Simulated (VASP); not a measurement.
SiO2: relaxation of the atoms with LDA

Crystal: SiO2.

```xyz
9
Lattice="5.0387 0.0000 0.0000 -2.5193 4.3636 0.0000 0.0000 0.0000 5.6354" Properties=species:S:1:pos:R:3 pbc="T T T"
Si   -1.2597    2.1818    1.8785
Si    1.2597    2.1818    3.7569
Si    2.5193    0.0000    0.0000
O     0.9431    3.4536    4.6961
O     2.5193    2.5436    2.8177
O     3.4625    0.9100    0.9392
O     1.5762    0.9100    4.6961
O     0.0000    1.8201    2.8177
O    -0.9431    3.4536    0.9392
```

This cell differs from its parent crystal: strain along c alone, the other axes held: +2.0 %.

```yaml
Program: VASP 6.6.1
Task: relaxation of the atoms
Functional: LDA
Potentials_or_basis: VASP PAW LDA potentials, release 64 (Si, O)
Cutoff: 520 eV
k_mesh: 6 × 6 × 4
Occupations: gaussian, width 0.02 eV
Spin: no spin polarisation
Dipole_correction: no
Further_INCAR_settings: ALGO = Normal; EDIFF = 1e-06; IBRION = 2; EDIFFG = -0.008; NSW = 60
```

```
Energy gained by relaxing : 0.1 meV/atom
Ionic steps               : 3
Pressure after relaxing   : -2.4 GPa
Band gap on the k mesh    : 5.39 eV (least direct gap 5.55 eV)
```

Stress tensor (GPa, compression positive):
```
-1.83  0.00  0.00
 0.00 -1.83  0.00
 0.00  0.00 -3.42
```

Step by step:
```
step  energy change (eV)  largest force (eV/Å)  pressure (GPa)
   1              0.0000                0.0582           -2.71
   2             -0.0008                0.0311           -2.55
   3             -0.0010                0.0010           -2.36
```

Final structure:
```
Si O
1.0
     5.03870    0.00000    0.00000
    -2.51935    4.36364    0.00000
     0.00000    0.00000    5.63535
Si O
3 6
Cartesian
  -1.2597 2.1818 1.8785
  1.2597 2.1818 3.7569
  2.5193 0.0000 0.0000
  0.9379 3.4506 4.6961
  2.5193 2.5375 2.8177
  3.4572 0.9131 0.9392
  1.5815 0.9131 4.6961
  0.0000 1.8261 2.8177
  -0.9379 3.4506 0.9392
```

Levels at points of the mesh, in eV from the valence-band top:
| k point | band 21 | band 22 | band 23 | band 24 | band 25 | band 26 | band 27 | band 28 |
| --- | --- | --- | --- | --- | --- | --- | --- | --- |
| (0.00, 0.00, 0.00) | -1.03 | -0.48 | -0.48 | -0.16 | 5.39 | 8.62 | 8.62 | 8.86 |
| (0.50, 0.00, 0.00) | -1.18 | -1.05 | -0.39 | -0.02 | 7.45 | 8.26 | 9.27 | 9.39 |
| (0.00, 0.00, 0.50) | -1.12 | -0.34 | 0.00 | 0.00 | 7.18 | 7.18 | 8.08 | 9.34 |
| (0.50, 0.00, 0.50) | -0.95 | -0.77 | -0.76 | -0.33 | 8.39 | 8.73 | 8.86 | 9.00 |

It took 3.9 min on 1 thread of Intel Xeon 8259CL, on a shared host, peak memory 0.19 GiB.

Caveat: the cell differs from its parent crystal (strain along c alone, the other axes held: +2.0 %). A k mesh can miss the band edges.
